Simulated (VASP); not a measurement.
# Al3BSb2 (Cmmm) in VASP: further runs

Runs on Al3BSb2. Level: PBE. Tasks: single point.

Program: VASP 6.6.1. These are calculated values, not measurements. Logs are shortened: lines on timing, memory, paths and dates and some standing lists are left out, and cuts for length are marked.

## Step 1: The cell of the first run

The structure is orthorhombic, space group Cmmm (No. 65). The conventional cell has a = 4.277 Å, b = 16.804 Å, c = 3.414 Å, α = 90.00°, β = 90.00°, γ = 90.00°. Within 2.9 Å of Al (site symmetry m2m) lie 2 B at 2.18 Å and 2 Sb at 2.67 Å and 1 Al at 2.70 Å. Al (site symmetry mmm) has 2 B at 2.14 Å within 2.8 Å. Within 2.8 Å of B (site symmetry mmm) lie 6 Al at 2.14 to 2.18 Å. Within 3.5 Å of Sb (site symmetry m2m) lie 4 Al at 2.67 to 3.41 Å and 4 Sb at 3.28 to 3.41 Å.

The cell was built from a structure type or drawn by symmetry, and may not be a known phase.

## Step 2: Single point, PBE

Contents of INCAR:

```
ALGO = Normal ; EDIFF = 1E-6
ENCUT = 500 ; GGA = PE
GGA_COMPAT = F ; ISIF = 2
ISMEAR = 0 ; LASPH = T
LCHARG = F ; LREAL = F
LWAVE = F ; NBANDS = 20
NELM = 120 ; PREC = Accurate
SIGMA = 0.1
```

Contents of KPOINTS:

```
k-points
0
Gamma
  4 4 6
```

Contents of POSCAR:

```
Al3BSb2
1.0
    2.1386302615     -8.4019931325      0.0000000000
    2.1386302615      8.4019931325      0.0000000000
    0.0000000000      0.0000000000      3.4139328627
Al B Sb
3 1 2
Direct
    0.0802388068      0.9197611932      0.5000000000
    0.9197611932      0.0802388068      0.5000000000
    0.5000000000      0.5000000000      0.0000000000
    0.0000000000      0.0000000000      0.0000000000
    0.6758468454      0.3241531546      0.5000000000
    0.3241531546      0.6758468454      0.5000000000
```

Potentials or basis: VASP PAW PBE potentials, release 64 (Al, B, Sb).

Started as:

```
$ cat potpaw_PBE.64/Al/POTCAR potpaw_PBE.64/B/POTCAR potpaw_PBE.64/Sb/POTCAR > POTCAR
$ mpirun -np 1 vasp_std > vasp.out
```

OUTCAR:

```text
EDIFF = 1E-6
   ENCUT = 500
   GGA = PE
   ISIF = 2
   ISMEAR = 0
   LASPH = T
   LREAL = F
   NELM = 120
   PREC = Accurate

 ion  position               nearest neighbor table
   1  0.080  0.920  0.500-   4 2.18   4 2.18   5 2.67   5 2.67   2 2.70   3 3.05   3 3.05   3 3.05
                             3 3.05
   2  0.920  0.080  0.500-   4 2.18   4 2.18   6 2.67   6 2.67   1 2.70   3 3.05   3 3.05   3 3.05
                             3 3.05
   3  0.500  0.500  0.000-   4 2.14   4 2.14   2 3.05   2 3.05   1 3.05   1 3.05   1 3.05   2 3.05
                             2 3.05   1 3.05   6 3.41   5 3.41   6 3.41   5 3.41
   4  0.000  0.000  0.000-   3 2.14   3 2.14   1 2.18   1 2.18   2 2.18   2 2.18
   5  0.676  0.324  0.500-   1 2.67   1 2.67   6 3.28   6 3.28   3 3.41   3 3.41
   6  0.324  0.676  0.500-   2 2.67   2 2.67   5 3.28   5 3.28   3 3.41   3 3.41

  LATTYP: Found a base centered orthorhombic cell.
 ALAT       =     4.2772605230
 B/A-ratio  =     3.9286796244
 C/A-ratio  =     0.7981587384

  Lattice vectors:

 A1 = (   2.1386302615,  -8.4019931325,   0.0000000000)
 A2 = (   2.1386302615,   8.4019931325,   0.0000000000)
 A3 = (   0.0000000000,   0.0000000000,   3.4139328627)

Analysis of symmetry for initial positions (statically):
=====================================================================
 Subroutine PRICEL returns:
 Original cell was already a primitive cell.

 Routine SETGRP: Setting up the symmetry group for a
 base centered orthorhombic supercell.

 Subroutine GETGRP returns: Found  8 space group operations
 (whereof  8 operations were pure point group operations)
 out of a pool of  8 trial point group operations.

The static configuration has the point symmetry D_2h.

Analysis of symmetry for dynamics (positions and initial velocities):
=====================================================================
 Subroutine PRICEL returns:
 Original cell was already a primitive cell.

 Routine SETGRP: Setting up the symmetry group for a
 base centered orthorhombic supercell.

 Subroutine GETGRP returns: Found  8 space group operations
 (whereof  8 operations were pure point group operations)
 out of a pool of  8 trial point group operations.

The dynamic configuration has the point symmetry D_2h.

 Subroutine INISYM returns: Found  8 space group operations
 (whereof  8 operations are pure point group operations),
 and found     1 'primitive' translations

[... 102 lines left out ...]
   EDIFF  = 0.1E-05   stopping-criterion for ELM
   LREAL  =      F    real-space projection
   EDIFFG = 0.1E-04   stopping-criterion for IOM
   NSW    =      0    number of steps for IOM
   IBRION =     -1    ionic relax: 0-MD 1-quasi-New 2-CG
   NFREE  =      0    steps in history (QN), initial steepest desc. (CG)
   ISIF   =      2    stress and relaxation
   ISYM   =      2    0-nonsym 1-usesym 2-fastsym
   POTIM  = 0.5000    time-step for ionic-motion
   TEBEG  =    0.0;   TEEND  =   0.0 temperature during run
   PSTRESS=    0.0 pullay stress
   NELECT =      22.0000    total number of electrons
   NUPDOWN=      -1.0000    fix difference up-down
   EMIN   =  10.00;   EMAX   =-10.00  energy-range for DOS
   EFERMI =   0.00;   METHOD = LEGACY
   ISMEAR =     0;   SIGMA  =   0.10  broadening in eV -4-tet -1-fermi 0-gaus
   EFERMI_NEDOS =   21; number of points for ismear=-14 and -15
   IALGO  =     38    algorithm
   IMIX   =      4    mixing-type and parameters
     AMIX     =   0.40;   BMIX     =  1.00
     AMIX_MAG =   1.60;   BMIX_MAG =  1.00
  volume/ion in A,a.u.               =      20.45       137.99
  Fermi-wavevector in a.u.,A,eV,Ry     =   0.923169  1.744537 11.595452  0.852242
  Thomas-Fermi vector in A             =   2.048777
   LORBIT       =      0    0 simple, 1 ext, 2 COOP (PROOUT), +10 PAW based schemes
   GGA     = PE    functional components
   LHFCALC =     F    Hartree Fock is set to
   AEXX    =    0.0000 exact exchange contribution
   IVDW    =     0    specifies the selected vdW correction
   LEPSILON=     F    determine dielectric tensor
   LRPA    =     F    only Hartree local field effects (RPA)
 non-spin polarized calculation
 Gauss-broadening in eV      SIGMA  =   0.10
  energy-cutoff  :      500.00
  volume of cell :      122.69
 maximum number of plane-waves:      3152
   NGX = 31   NGY = 31   NGZ = 13

 number of electron      22.0000000 magnetization

 Free energy of the ion-electron system (eV)
  ---------------------------------------------------
  ext. energy  EPLUGINS =         0.00000000
  ---------------------------------------------------
  free energy    TOTEN  =       -25.50001744 eV

  energy without entropy =      -25.48732743  energy(sigma->0) =      -25.49367244

 E-fermi :   6.6588     XC(G=0):  -9.7022

 val. band max:        6.6548475776   @ k =   0.5000   0.0000   0.0000
 cond. band min:       6.6621149597   @ k =   0.0000   0.0000   0.1667
 fundamental gap:      0.0072673821
 Fermi energy:         6.6587711552

 k-point     1 :       0.0000    0.0000    0.0000
  band No.  band energies     occupation
      1      -5.0731      2.00000
      2      -3.2874      2.00000
      3      -3.1701      2.00000
      4       2.3101      2.00000
      5       2.5572      2.00000
      6       3.0998      2.00000
[... 541 lines left out ...]
     19      11.8125      0.00000
     20      13.7275      0.00000

 [... further k-points ...]

------------------------ aborting loop because EDIFF is reached ----------------------------------------

  FORCE on cell =-STRESS in cart. coord.  units (eV):
  Direction    XX          YY          ZZ          XY          YZ          ZX
  --------------------------------------------------------------------------------------
  -------------------------------------------------------------------------------------
  Total        3.0723273      3.9853372     -2.8106191      0.0000000      0.0000000      0.0000000
  in kB       40.1213061     52.0442376    -36.7036776      0.0000000      0.0000000      0.0000000
  external PRESSURE =      18.4872887 kB  Pullay stress =       0.0000000 kB

 VOLUME and BASIS-vectors are now :
 -----------------------------------------------------------------------------
  energy-cutoff  :      500.00
  volume of cell :      122.69
      direct lattice vectors                 reciprocal lattice vectors
     2.138630261 -8.401993132  0.000000000     0.233794503 -0.059509689  0.000000000
     2.138630261  8.401993132  0.000000000     0.233794503  0.059509689  0.000000000
     0.000000000  0.000000000  3.413932863     0.000000000  0.000000000  0.292917301

 POSITION                                       TOTAL-FORCE (eV/Angst)
 -----------------------------------------------------------------------------------
      2.13863      7.05366      1.70697        -0.000000      0.252343     -0.000000
      2.13863     -7.05366      1.70697        -0.000000     -0.252343     -0.000000
      2.13863      0.00000      0.00000         0.000000     -0.000000     -0.000000
      0.00000      0.00000      0.00000        -0.000000     -0.000000     -0.000000
      2.13863     -2.95493      1.70697        -0.000000      0.099534     -0.000000
      2.13863      2.95493      1.70697        -0.000000     -0.099534      0.000000
 -----------------------------------------------------------------------------------
    total drift:                                0.000000     -0.000000     -0.000000

  FREE ENERGIE OF THE ION-ELECTRON SYSTEM (eV)
  ---------------------------------------------------
  free  energy   TOTEN  =       -25.5000174444 eV

  energy  without entropy=      -25.4873274268  energy(sigma->0) =      -25.49367244
```

OSZICAR:

```text
N       E                     dE             d eps       ncg     rms          rms(c)
DAV:   1     0.550855658644E+02    0.55086E+02   -0.77447E+03  1120   0.871E+02
DAV:   2    -0.235880799437E+02   -0.78674E+02   -0.75802E+02  1388   0.132E+02
DAV:   3    -0.290242272843E+02   -0.54361E+01   -0.53611E+01  1436   0.354E+01
DAV:   4    -0.291056389129E+02   -0.81412E-01   -0.81301E-01  1380   0.478E+00
DAV:   5    -0.291070487405E+02   -0.14098E-02   -0.14098E-02  1436   0.699E-01    0.803E+00
DAV:   6    -0.253505366174E+02    0.37565E+01   -0.10248E+01  1224   0.170E+01    0.365E+00
DAV:   7    -0.255347702852E+02   -0.18423E+00   -0.32337E+00  1288   0.711E+00    0.172E+00
DAV:   8    -0.255051350035E+02    0.29635E-01   -0.94768E-02  1300   0.167E+00    0.967E-01
DAV:   9    -0.255000261852E+02    0.51088E-02   -0.34300E-02  1320   0.100E+00    0.210E-01
DAV:  10    -0.254999450703E+02    0.81115E-04   -0.22538E-03  1348   0.232E-01    0.121E-01
DAV:  11    -0.254999687520E+02   -0.23682E-04   -0.41274E-04  1368   0.937E-02    0.613E-02
DAV:  12    -0.255000124972E+02   -0.43745E-04   -0.62450E-05  1312   0.373E-02    0.125E-02
DAV:  13    -0.255000165085E+02   -0.40113E-05   -0.45465E-06  1412   0.107E-02    0.443E-03
DAV:  14    -0.255000174444E+02   -0.93593E-06   -0.13677E-06  1140   0.543E-03
   1 F= -.25500017E+02 E0= -.25493672E+02  d E =-.126900E-01
```

stdout:

```text
POSCAR found type information on POSCAR AlB Sb
 POSCAR found :  3 types and       6 ions
 scaLAPACK will be used
 LDA part: xc-table for (Slater+PW92), standard interpolation
 POSCAR, INCAR and KPOINTS ok, starting setup
 FFT: planning ... GRIDC
 FFT: planning ... GRID_SOFT
 FFT: planning ... GRID
 WAVECAR not read
 entering main loop
```

It took 69 s on 1 thread of AMD EPYC 9R45 (Zen 5), shared host; peak memory 0.32 GiB.

Results:

| Property | Result |
| --- | --- |
| Free energy | -25.5000 eV |
| Pressure | 1.8 GPa |
| Largest force | 0.252 eV/Å |
| Band gap on the k mesh | zero (bands 11 and 12 overlap by 4.28 eV) |

Forces on the atoms (eV/Å):
```
Al   0.000  0.252  0.000
Al   0.000 -0.252  0.000
Al   0.000  0.000  0.000
B    0.000  0.000  0.000
Sb   0.000  0.100  0.000
Sb   0.000 -0.100  0.000
```

Levels at points of the mesh, in eV from the Fermi level:
```csv
k point,band 7,band 8,band 9,band 10,band 11,band 12,band 13,band 14,band 15,band 16
"(0.00, 0.00, 0.00)",-2.35,-1.33,-1.26,-0.21,0.80,0.95,2.26,2.38,2.62,2.80
"(0.50, 0.00, 0.00)",-2.61,-2.50,-0.90,0.00,2.47,2.71,3.09,3.71,3.71,5.18
"(0.50, 0.50, 0.00)",-1.61,-1.31,-1.28,-1.24,-0.84,1.87,1.87,2.60,3.40,4.21
"(0.00, 0.00, 0.50)",-2.40,-1.89,-1.10,-1.00,-0.97,-0.55,0.91,1.40,3.01,3.17
"(0.50, 0.00, 0.50)",-3.35,-3.33,-3.06,-2.94,-2.45,-0.78,0.60,1.15,2.26,3.14
"(0.50, 0.50, 0.50)",-2.72,-2.40,-2.12,-1.35,0.05,0.39,1.20,1.25,2.01,2.55
```

Caveat: the k points lie up to 0.38 Å⁻¹ apart, too coarse for converged energies and pressures of a metal; spin-orbit coupling is left out, which moves the levels of the heavy elements.

## Step 3: Single point, PBE

This run uses another cell than the first one, of 21.30 Å³/atom.

Contents of INCAR:

```
PREC     = Accurate       # precision mode
ENCUT    = 500            # plane-wave cutoff, eV
EDIFF    = 1E-6           # SCF threshold, eV
ISMEAR   = 0              # smearing method
SIGMA    = 0.1            # smearing width, eV
LREAL    = F              # projectors in reciprocal space
LASPH    = T              # aspherical terms in the spheres
NELM     = 120            # most SCF steps
ALGO     = Normal         # electronic algorithm
ISIF     = 2              # what is computed and relaxed
LWAVE    = F              # write WAVECAR
LCHARG   = F              # write CHGCAR
GGA      = PE             # functional
NBANDS   = 20             # bands
GGA_COMPAT= F
```

Contents of KPOINTS:

```
regular mesh
0
Gamma
  4 4 6
```

Contents of POSCAR:

```
Al3BSb2
1.0
    2.1370495555     -9.2070043153      0.0000000000
    2.1370495555      9.2070043153      0.0000000000
    0.0000000000      0.0000000000      3.2482774500
Al B Sb
3 1 2
Direct
    0.0752576253      0.9247423747      0.5000000000
    0.9247423747      0.0752576253      0.5000000000
    0.5000000000      0.5000000000      0.0000000000
    0.0000000000      0.0000000000      0.0000000000
    0.6683871808      0.3316128192      0.5000000000
    0.3316128192      0.6683871808      0.5000000000
```

Potentials or basis: VASP PAW PBE potentials, release 64 (Al, B, Sb).

Started as:

```
$ cat potpaw_PBE.64/Al/POTCAR potpaw_PBE.64/B/POTCAR potpaw_PBE.64/Sb/POTCAR > POTCAR
$ mpirun -np 1 vasp_std > vasp.out
```

Wall time 76 s (1 thread of AMD EPYC 9R45 (Zen 5), shared host); peak memory 0.32 GiB.

Results (log left out):

```yaml
Free_energy: -25.8178 eV
Pressure: 0.4 GPa
Largest_force: 0.033 eV/Å
Band_gap_on_the_k_mesh: zero (bands 11 and 12 overlap by 3.62 eV)
```

Forces on the atoms (eV/Å):
```
Al   0.000  0.028  0.000
Al   0.000 -0.028  0.000
Al   0.000  0.000  0.000
B    0.000  0.000  0.000
Sb   0.000 -0.033  0.000
Sb   0.000  0.033  0.000
```

Stress tensor (GPa, compression positive):
```
0.30 0.00 0.00
0.00 0.45 0.00
0.00 0.00 0.34
```

Levels at points of the mesh, in eV from the Fermi level:
| k point | band 7 | band 8 | band 9 | band 10 | band 11 | band 12 | band 13 | band 14 | band 15 | band 16 |
| --- | --- | --- | --- | --- | --- | --- | --- | --- | --- | --- |
| (0.00, 0.00, 0.00) | -1.78 | -1.59 | -0.46 | -0.41 | 0.31 | 1.18 | 1.98 | 3.14 | 3.73 | 3.82 |
| (0.50, 0.00, 0.00) | -3.03 | -2.42 | -0.72 | -0.10 | 1.77 | 3.70 | 4.02 | 4.19 | 4.36 | 5.00 |
| (0.50, 0.50, 0.00) | -1.43 | -1.31 | -1.12 | -1.08 | -0.46 | 1.53 | 3.27 | 3.39 | 3.86 | 4.17 |
| (0.00, 0.00, 0.50) | -2.21 | -1.61 | -1.50 | -1.24 | -0.14 | -0.11 | 1.27 | 1.36 | 2.91 | 3.06 |
| (0.50, 0.00, 0.50) | -3.31 | -3.03 | -3.00 | -2.60 | -2.60 | -0.77 | 0.79 | 1.36 | 1.91 | 2.93 |
| (0.50, 0.50, 0.50) | -2.76 | -2.21 | -2.21 | -0.46 | 0.18 | 0.39 | 1.43 | 1.56 | 2.42 | 2.76 |

Caveat: the k points lie up to 0.38 Å⁻¹ apart, too coarse for converged energies and pressures of a metal; spin-orbit coupling is left out, which moves the levels of the heavy elements.
